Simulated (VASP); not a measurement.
# Hf (P6/mmm) in VASP: notebook, part 2 of 3

VASP 6.6.1. Earlier steps stand in the parts before.

## Step 3: Relaxation of shape and atoms at fixed volume, PBEsol (volume scaled by 0.720)

INCAR reads:

```
SYSTEM = Hf
  PREC = Accurate
  ENCUT = 600
  EDIFF = 1E-7
  ISMEAR = 0
  SIGMA = 0.05
  LREAL = .False.
  LASPH = .True.
  NELM = 100
  ALGO = Fast
  ISIF = 4
  LWAVE = .False.
  LCHARG = .False.
  GGA = PS
  IBRION = 2
  NSW = 60
  EDIFFG = -0.01
```

KPOINTS reads:

```
Automatic mesh
0
Gamma
  10 10 14
  0 0 0
```

POSCAR reads:

```
Hf
1.0
    4.4076275912      0.0000000000      0.0000000000
   -2.2038137956      3.8171174644      0.0000000000
    0.0000000000      0.0000000000      2.7445011186
Hf
3
Direct
    0.6666666667      0.3333333333      0.5000000000
    0.3333333333      0.6666666667      0.5000000000
    0.0000000000      0.0000000000      0.0000000000
```

Potentials or basis: VASP PAW PBE potentials, release 64 (Hf_pv).

On the command line:

```sh
$ cat potpaw_PBE.64/Hf_pv/POTCAR > POTCAR
$ mpirun -np 1 vasp_std > vasp.out
```

OUTCAR:

```text
SYSTEM = Hf
   PREC = Accurate
   ENCUT = 600
   EDIFF = 1E-7
   ISMEAR = 0
   LREAL = .False.
   LASPH = .True.
   NELM = 100
   ISIF = 4
   GGA = PS
   IBRION = 2
   NSW = 60
   EDIFFG = -0.01

 ion  position               nearest neighbor table
   1  0.667  0.333  0.500-   2 2.54   2 2.54   2 2.54   3 2.89   3 2.89   3 2.89   3 2.89   3 2.89
                             3 2.89   2 3.74   2 3.74   2 3.74   2 3.74   2 3.74   2 3.74
   2  0.333  0.667  0.500-   1 2.54   1 2.54   1 2.54   3 2.89   3 2.89   3 2.89   3 2.89   3 2.89
                             3 2.89   1 3.74   1 3.74   1 3.74   1 3.74   1 3.74   1 3.74
   3  0.000  0.000  0.000-   1 2.89   2 2.89   1 2.89   2 2.89   2 2.89   2 2.89   1 2.89   1 2.89
                             1 2.89   1 2.89   2 2.89   2 2.89

  LATTYP: Found a hexagonal cell.
 ALAT       =     4.4076275912
 C/A-ratio  =     0.6226708273

[... 260 lines left out ...]

 Free energy of the ion-electron system (eV)
  ---------------------------------------------------
  ext. energy  EPLUGINS =         0.00000000
  ---------------------------------------------------
  free energy    TOTEN  =       -28.51034688 eV

  energy without entropy =      -28.50769489  energy(sigma->0) =      -28.50902089

 E-fermi :   7.4101     XC(G=0): -13.2235

 val. band max:        7.4005835989   @ k =   0.1000   0.1000   0.0714
 cond. band min:       7.4282221516   @ k =   0.3000   0.0000   0.1429
 fundamental gap:      0.0276385527
 Fermi energy:         7.4100520171

 k-point     1 :       0.0000    0.0000    0.0000
  band No.  band energies     occupation
      1     -23.3042      2.00000
      2     -23.3042      2.00000
      3     -22.8576      2.00000
      4     -22.8576      2.00000
      5     -21.8531      2.00000
      6     -21.2165      2.00000
[... 505 lines left out ...]
      6     -21.6042      2.00000
[... 11 lines left out ...]
     18       9.0336      0.00000
     19      10.2061      0.00000

 [... further k-points ...]
[... 5 lines left out ...]
  --------------------------------------------------------------------------------------
  -------------------------------------------------------------------------------------
  Total       19.3135261     19.3135261     19.3119440      0.0000000      0.0000000      0.0000000
  in kB      670.1442913    670.1442913    670.0893965      0.0000000      0.0000000      0.0000000
  external PRESSURE =     670.1259930 kB  Pullay stress =       0.0000000 kB
[... 18 lines left out ...]
  FREE ENERGIE OF THE ION-ELECTRON SYSTEM (eV)
  ---------------------------------------------------
  free  energy   TOTEN  =       -28.5103468808 eV

  energy  without entropy=      -28.5076948928  energy(sigma->0) =      -28.50902089

 reached required accuracy - stopping structural energy minimisation
```

OSZICAR:

```text
N       E                     dE             d eps       ncg     rms          rms(c)
DAV:   1     0.116469787097E+03    0.11647E+03   -0.18851E+04  4264   0.176E+03
[... 25 lines left out ...]
       N       E                     dE             d eps       ncg     rms          rms(c)
DAV:   1    -0.285104204753E+02   -0.98375E-04   -0.43983E-03  4575   0.504E-01    0.801E-02
RMM:   2    -0.285103646803E+02    0.55795E-04   -0.74136E-05  4452   0.621E-02    0.257E-02
RMM:   3    -0.285103487370E+02    0.15943E-04   -0.25807E-05  4623   0.303E-02    0.289E-02
RMM:   4    -0.285103470181E+02    0.17189E-05   -0.79038E-06  4701   0.148E-02    0.194E-02
RMM:   5    -0.285103468715E+02    0.14664E-06   -0.17074E-06  3712   0.629E-03    0.231E-03
RMM:   6    -0.285103468808E+02   -0.92796E-08   -0.35350E-07  3086   0.262E-03
   3 F= -.28510347E+02 E0= -.28509021E+02  d E =-.382950E-04
```

Wall time 11 min (1 thread of AMD EPYC 7R13, shared host); peak memory 0.22 GiB.

Results:

- Free energy: -28.5103 eV
- Energy gained by relaxing: 0.0 meV/atom
- Ionic steps: 3
- Pressure after relaxing: 67.0 GPa
- Band gap on the k mesh: zero (band 15 reaches 8.14 eV, above the bottom of band 16 at 6.86 eV)

Final structure:
```
Hf
1.0
     4.40912    0.00000    0.00000
    -2.20456    3.81841    0.00000
     0.00000    0.00000    2.74265
Hf
3
Direct
  0.66667 0.33333 0.50000
  0.33333 0.66667 0.50000
  0.00000 0.00000 0.00000
```

Caveat: the PAW data sets were made with another functional, which shifts forces and pressure a little; spin-orbit coupling is left out, which moves the levels of the heavy elements.

## Step 4: Relaxation of shape and atoms at fixed volume, PBEsol (volume scaled by 0.760)

INCAR reads:

```
ALGO = Fast ; EDIFF = 1E-7
EDIFFG = -0.01 ; ENCUT = 600
GGA = PS ; IBRION = 2
ISIF = 4 ; ISMEAR = 0
LASPH = T ; LCHARG = F
LREAL = F ; LWAVE = F
NELM = 100 ; NSW = 60
PREC = Accurate ; SIGMA = 0.05
```

KPOINTS reads:

```
k-points
0
Gamma
  10 10 14
```

POSCAR reads:

```
Hf
1.0
    4.4858049166      0.0000000000      0.0000000000
   -2.2429024583      3.8848210142      0.0000000000
    0.0000000000      0.0000000000      2.7968780385
Hf
3
Direct
    0.6666666667      0.3333333333      0.5000000000
    0.3333333333      0.6666666667      0.5000000000
    0.0000000000      0.0000000000      0.0000000000
```

Potentials or basis: VASP PAW PBE potentials, release 64 (Hf_pv).

On the command line:

```sh
$ cat potpaw_PBE.64/Hf_pv/POTCAR > POTCAR
$ mpirun -np 1 vasp_std > vasp.out
```

OUTCAR:

```text
EDIFF = 1E-7
   EDIFFG = -0.01
   ENCUT = 600
   GGA = PS
   IBRION = 2
   ISIF = 4
   ISMEAR = 0
   LASPH = T
   LREAL = F
   NELM = 100
   NSW = 60
   PREC = Accurate

 ion  position               nearest neighbor table
   1  0.667  0.333  0.500-   2 2.59   2 2.59   2 2.59   3 2.94   3 2.94   3 2.94   3 2.94   3 2.94
                             3 2.94   2 3.81   2 3.81   2 3.81   2 3.81   2 3.81   2 3.81
   2  0.333  0.667  0.500-   1 2.59   1 2.59   1 2.59   3 2.94   3 2.94   3 2.94   3 2.94   3 2.94
                             3 2.94   1 3.81   1 3.81   1 3.81   1 3.81   1 3.81   1 3.81
   3  0.000  0.000  0.000-   1 2.94   2 2.94   1 2.94   2 2.94   1 2.94   1 2.94   2 2.94   2 2.94
                             1 2.94   1 2.94   2 2.94   2 2.94

  LATTYP: Found a hexagonal cell.
[... 730 lines left out ...]
  -------------------------------------------------------------------------------------
  Total       15.4638565     15.4638565     15.4483510      0.0000000      0.0000000      0.0000000
  in kB      508.3273384    508.3273384    507.8176421      0.0000000      0.0000000      0.0000000
  external PRESSURE =     508.1574396 kB  Pullay stress =       0.0000000 kB

 VOLUME and BASIS-vectors are now :
 -----------------------------------------------------------------------------
  energy-cutoff  :      600.00
  volume of cell :       48.74
      direct lattice vectors                 reciprocal lattice vectors
     4.485804917  0.000000000  0.000000000     0.222925432  0.128706058  0.000000000
    -2.242902458  3.884821014  0.000000000     0.000000000  0.257412117  0.000000000
     0.000000000  0.000000000  2.796878039     0.000000000  0.000000000  0.357541511

 POSITION                                       TOTAL-FORCE (eV/Angst)
 -----------------------------------------------------------------------------------
      2.24290      1.29494      1.39844        -0.000000      0.000000     -0.000000
     -0.00000      2.58988      1.39844         0.000000     -0.000000      0.000000
      0.00000      0.00000      0.00000         0.000000      0.000000     -0.000000
 -----------------------------------------------------------------------------------
    total drift:                                0.000000      0.000000     -0.000000

  FREE ENERGIE OF THE ION-ELECTRON SYSTEM (eV)
  ---------------------------------------------------
  free  energy   TOTEN  =       -29.4494899271 eV

  energy  without entropy=      -29.4471208624  energy(sigma->0) =      -29.44830539

 reached required accuracy - stopping structural energy minimisation
```

OSZICAR:

```text
N       E                     dE             d eps       ncg     rms          rms(c)
DAV:   1     0.114246483655E+03    0.11425E+03   -0.18815E+04  4256   0.175E+03
DAV:   2    -0.232017544645E+02   -0.13745E+03   -0.13256E+03  4825   0.365E+02
DAV:   3    -0.301006898282E+02   -0.68989E+01   -0.63808E+01  5719   0.467E+01
DAV:   4    -0.302649945382E+02   -0.16430E+00   -0.16123E+00  5300   0.585E+00
DAV:   5    -0.302676469571E+02   -0.26524E-02   -0.26410E-02  5405   0.625E-01    0.101E+02
RMM:   6    -0.296803767443E+02    0.58727E+00   -0.41836E-01  4263   0.424E+00    0.608E+01
RMM:   7    -0.294546462706E+02    0.22573E+00   -0.86053E-01  4292   0.626E+00    0.279E+00
RMM:   8    -0.294500833597E+02    0.45629E-02   -0.71082E-02  4297   0.213E+00    0.808E-01
RMM:   9    -0.294494019536E+02    0.68141E-03   -0.11500E-02  4646   0.664E-01    0.429E-01
RMM:  10    -0.294494696437E+02   -0.67690E-04   -0.16251E-03  4978   0.197E-01    0.182E-01
RMM:  11    -0.294494886957E+02   -0.19052E-04   -0.22312E-04  4768   0.841E-02    0.487E-02
RMM:  12    -0.294494902977E+02   -0.16020E-05   -0.76001E-05  4628   0.416E-02    0.667E-02
RMM:  13    -0.294494898243E+02    0.47343E-06   -0.16264E-05  4722   0.169E-02    0.258E-02
RMM:  14    -0.294494898192E+02    0.50759E-08   -0.48928E-06  4479   0.862E-03    0.101E-02
RMM:  15    -0.294494899626E+02   -0.14340E-06   -0.10076E-06  3789   0.437E-03    0.385E-03
RMM:  16    -0.294494899271E+02    0.35518E-07   -0.24478E-07  2710   0.164E-03
   1 F= -.29449490E+02 E0= -.29448305E+02  d E =-.294495E+02
```

It took 6.5 min on 1 thread of AMD EPYC 7R13, shared host; peak memory 0.22 GiB.

What came out:

- Free energy: -29.4495 eV
- Pressure after relaxing: 50.8 GPa
- Band gap on the k mesh: zero (band 15 reaches 7.65 eV, above the bottom of band 16 at 6.50 eV)

Final structure:
```
Hf
1.0
     4.48580    0.00000    0.00000
    -2.24290    3.88482    0.00000
     0.00000    0.00000    2.79688
Hf
3
Cartesian
  2.2429 1.2949 1.3984
  0.0000 2.5899 1.3984
  0.0000 0.0000 0.0000
```

Caveat: the relaxation stopped at its first step, so nothing moved; the PAW data sets were made with another functional, which shifts forces and pressure a little; spin-orbit coupling is left out, which moves the levels of the heavy elements.

(Continued in part 3 of 3.)
